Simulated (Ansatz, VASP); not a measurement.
Pb in VASP and in Ansatz

Contents of POSCAR:

```
Pb
1.0
    0.0000000000      3.4842552460      3.4842552460
    3.4842552460      0.0000000000      3.4842552460
    3.4842552460      3.4842552460      0.0000000000
Pb
2
Direct
    0.2500000000      0.2500000000      0.2500000000
    0.0000000000      0.0000000000      0.0000000000
```

The input INCAR.step1:

```
ALGO     = Normal         # electronic algorithm
EDIFF    = 1E-4           # SCF threshold, eV
ENCUT    = 520            # plane-wave cutoff, eV
GGA      = PE             # functional
ISMEAR   = -1             # smearing method
LASPH    = True           # aspherical terms in the spheres
LCHARG   = False          # write CHGCAR
LREAL    = False          # projectors in reciprocal space
LWAVE    = True           # write WAVECAR
NBANDS   = 21             # bands
NELM     = 80             # most SCF steps
PREC     = Accurate       # precision mode
SIGMA    = 0.05           # smearing width, eV
```

Contents of INCAR.step2:

```
ALGO     = Normal         # electronic algorithm
EDIFF    = 1E-6           # SCF threshold, eV
ENCUT    = 520            # plane-wave cutoff, eV
ISIF     = 2              # what is computed and relaxed
ISMEAR   = -1             # smearing method
ISTART   = 1            
LASPH    = True           # aspherical terms in the spheres
LCHARG   = False          # write CHGCAR
LMIXTAU  = True         
LREAL    = False          # projectors in reciprocal space
LWAVE    = False          # write WAVECAR
METAGGA  = R2SCAN         # meta-GGA
NBANDS   = 21             # bands
NELM     = 80             # most SCF steps
PREC     = Accurate       # precision mode
SIGMA    = 0.05           # smearing width, eV
```

Contents of KPOINTS:

```
k-points
0
Gamma
  7 7 7
```

Contents of input.yaml:

```yaml
crystal:
  lattice:
    - [0.0, 3.484255246, 3.484255246]
    - [3.484255246, 0.0, 3.484255246]
    - [3.484255246, 3.484255246, 0.0]
  atoms:
    - { symbol: Pb, position: [0.25, 0.25, 0.25] }
    - { symbol: Pb, position: [0.0, 0.0, 0.0] }
hamiltonian:
  xc: r2scan
  pseudopotentials: { kind: paw }
kpoints:
  mp_grid: { grid: [7, 7, 7] }
scf:
  occupations: { method: fermi_dirac, width: 0.05 }
output:
  forces: true
  stress: true
  eigenvalues: true
  write_density: true
  write_potential: true
  elf: true
  volumetric_format: npy
```

Alike in both runs: task single point; functional r2SCAN; k mesh 7 × 7 × 7; occupations fermi-dirac, width 0.05 eV; no spin polarisation.

```csv
,VASP,Ansatz
version,VASP 6.6.1,Ansatz 0.2.0
potentials or method,"VASP PAW PBE potentials, release 64 (Pb_d)",Ansatz PAW
plane-wave cutoff (eV),520,500
valence electrons in the cell,28,28
```

|  | VASP | Ansatz | Ansatz less VASP |
| --- | --- | --- | --- |
| gap on the k mesh at the Fermi level (eV) | none | none | - |
| pressure (GPa) | -0.2 | -0.2 | +0.02 |

VASP's potentials were made for PBE, not for r2SCAN. A gap of «none» marks a metal or a gap that the smearing closes. The functional is the same, so the differences come from potentials, cutoffs and numerics.

Neither program's run includes spin-orbit coupling.
